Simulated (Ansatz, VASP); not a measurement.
NaLa: VASP beside Ansatz

```
CELL_PARAMETERS angstrom
3.67513 0.00000 0.00000
-1.83756 3.18275 0.00000
0.00000 0.00000 6.60762
ATOMIC_POSITIONS crystal
La 0.33333 0.66667 0.50000
Na 0.00000 0.00000 0.00000
```

Change from the starting cell: volume scaled by 0.98.

Alike in both runs: task single point; functional LDA; k mesh 9 × 9 × 4; occupations gaussian, width 0.05 eV; no spin polarisation.

|  | VASP | Ansatz |
| --- | --- | --- |
| version | VASP 6.6.1 | Ansatz 0.2.0 |
| potentials or method | VASP PAW LDA potentials, release 64 (La, Na_pv), cutoff 520 eV | all-electron LAPW, scalar-relativistic |

|  | VASP | Ansatz | Ansatz less VASP |
| --- | --- | --- | --- |
| gap on the k mesh at the Fermi level (eV) | none | none | - |
| pressure (GPa) | -2.8 | -2.7 | +0.04 |
| traceless stress, the component that is largest in VASP (GPa) | 0.60 | 0.57 | -0.033 |

LDA's correlation is that of Perdew and Zunger in VASP and of Perdew and Wang (1992) in Ansatz. A gap of «none» marks a metal or a gap that the smearing closes. Ansatz ran all-electron here, and VASP with PAW potentials.

Spin-orbit coupling is off throughout.
